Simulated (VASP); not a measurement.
Write the native input for VASP 6.6.1 that does the following.

- Task: single point
- Functional: LDA
- Potentials or basis: VASP PAW LDA potentials, release 64 (Ba_sv, Ti_sv, O_h)
- Cutoff: 910 eV
- k mesh: 5 × 5 × 5
- Occupations: gaussian, width 0.01 eV
- Spin: no spin polarisation
- Hubbard terms: Ti d U = 2.0 eV
- Dipole correction: no
- Further INCAR settings: ALGO = Normal; EDIFF = 1e-06; NBANDS = 28

The structure of BaTiO3 lies in POSCAR:

```
BaTiO3
1.0
    3.9179361002      0.0000000000      0.0000000000
    0.0000000000      2.7888076584      2.7969178009
    0.0000000000     -2.7888076584      2.7969178009
Ba Ti O
1 1 3
Direct
    0.0000000000      0.0000000000      0.0000000000
    0.5000000000      0.5124000000      0.5124000000
    0.0000000000      0.4874000000      0.4874000000
    0.5000000000      0.5052400000      0.9918400000
    0.5000000000      0.9918400000      0.5052400000
```

The input as run:

INCAR

```
SYSTEM = BaTiO3
ALGO = Normal
EDIFF = 1E-6
ENCUT = 910
GGA_COMPAT = .False.
ISIF = 2
ISMEAR = 0
LASPH = .True.
LCHARG = .True.
LDAU = .True.
LDAUJ = 0 0 0
LDAUL = -1 2 -1
LDAUPRINT = 1
LDAUTYPE = 2
LDAUU = 0 2 0
LELF = .True.
LMAXMIX = 4
LREAL = .False.
LVHAR = .True.
LWAVE = .False.
NBANDS = 28
NELM = 200
PREC = Accurate
SIGMA = 0.01
```

KPOINTS

```
k-points
0
Gamma
  5 5 5
  0 0 0
```

Potentials or basis: VASP PAW LDA potentials, release 64 (Ba_sv, Ti_sv, O_h).

Run with:

```bash
$ cat potpaw_LDA.64/Ba_sv/POTCAR potpaw_LDA.64/Ti_sv/POTCAR potpaw_LDA.64/O_h/POTCAR > POTCAR
$ mpirun -np 1 vasp_std > vasp.out
```

Results of the run:

```
Pressure               : 4.3 GPa
Largest force          : 0.363 eV/Å
Band gap on the k mesh : 2.22 eV (least direct gap 2.25 eV)
```

Caveat: the cutoff is under 1.25 times the usual one of these potentials, so pressure, stress and relaxed cells hold a basis-set (Pulay) error; the cell stands under pressure; spin-orbit coupling is left out, which moves the levels of the heavy elements; an odd mesh through Γ misses points on the zone boundary, where band edges can lie.

Wall time 68 s on 1 thread of Intel(R) Xeon(R) 6975P-C (Granite Rapids) (shared host), peak memory 0.27 GiB.
